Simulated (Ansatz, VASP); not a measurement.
**MgZrC: VASP beside Ansatz**

```
Mg Zr C
1.0
     3.20862    0.00000    0.00000
     0.00000    3.20862    0.00000
     0.00000    0.00000    6.24797
Mg Zr C
1 1 1
Direct
  0.00000 0.00000 0.50000
  0.00000 0.00000 0.00000
  0.50000 0.50000 0.00000
```

Alike in both runs: functional PBE; k mesh 6 × 6 × 4; occupations gaussian, width 0.1 eV; no spin polarisation.

Ansatz relaxed the structure, and its values are those at the end. VASP's run is a single point on that final structure, the one shown.

|  | VASP | Ansatz |
| --- | --- | --- |
| version | VASP 6.6.1 | Ansatz 0.2.0 |
| potentials or method | VASP PAW PBE potentials, release 64 (Mg, Zr_sv, C), cutoff 520 eV | scalar-relativistic, plane waves, PAW |
| valence electrons in the cell | 18 | 26 |

|  | VASP | Ansatz | Ansatz less VASP |
| --- | --- | --- | --- |
| gap on the k mesh at the Fermi level (eV) | none | none | - |
| pressure (GPa) | 0.2 | 0.1 | -0.05 |

A gap of «none» marks a metal or a gap that the smearing closes. With one functional, cell and mesh, what is left measures potentials, basis and numerics. VASP's potentials hold 18 valence electrons a cell and Ansatz's 26, so a difference there can come from the potentials and not from the codes.
